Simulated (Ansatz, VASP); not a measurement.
# Two plane-wave programs on V

The input INCAR:

```
  PREC = Accurate
  ENCUT = 520
  EDIFF = 1E-7
  ISMEAR = -1
  SIGMA = 0.05
  LREAL = False
  LASPH = True
  NELM = 150
  ALGO = Normal
  ISIF = 2
  LWAVE = False
  LCHARG = False
  ISPIN = 2
  MAGMOM = 2
  LORBIT = 11
  LMAXMIX = 4
  GGA = PE
  NBANDS = 16
```

Contents of KPOINTS:

```
Automatic mesh
0
Gamma
  11 12 13
```

The input POSCAR:

```
V
1.0
   -1.3777151500      1.6411906100      1.6479345300
    1.5049757200     -1.4912590400      1.6252635300
    1.2725458600      1.3860897500     -1.4980029600
V
1
Direct
    0.0000000000      0.0000000000      0.0000000000
```

Contents of input.yaml:

```yaml
crystal:
  lattice:
    - [-1.37771515, 1.64119061, 1.64793453]
    - [1.50497572, -1.49125904, 1.62526353]
    - [1.27254586, 1.38608975, -1.49800296]
  atoms:
    - { symbol: V, position: [0.0, 0.0, 0.0], spin: 2.0 }
hamiltonian:
  xc: pbe
  pseudopotentials: { kind: paw }
magnetization:
  spin_polarized: true
kpoints:
  mp_grid: { grid: [11, 12, 13] }
scf:
  occupations: { method: fermi_dirac, width: 0.05 }
output:
  forces: true
  stress: true
  eigenvalues: true
```

Change from the starting cell: cell sheared at random, sigma 0.1, atoms nudged by 0.01 Å.

Alike in both runs: task single point; functional PBE; k mesh 11 × 12 × 13; occupations fermi-dirac, width 0.05 eV; collinear spin.

|  | VASP | Ansatz |
| --- | --- | --- |
| version | VASP 6.6.1 | Ansatz 0.2.0 |
| potentials or method | VASP PAW PBE potentials, release 64 (V_sv) | Ansatz PAW |
| plane-wave cutoff (eV) | 520 | 420 |
| valence electrons in the cell | 13 | 13 |

```csv
,VASP,Ansatz,Ansatz less VASP
gap on the k mesh at the Fermi level (eV),none,none,-
pressure (GPa),-1.0,-1.3,-0.29
"traceless stress, the component that is largest in VASP (GPa)",8.72,8.73,+0.007
net moment per atom (μB),0.00,0.00,0.000
```

A gap of «none» marks a metal or a gap that the smearing closes.
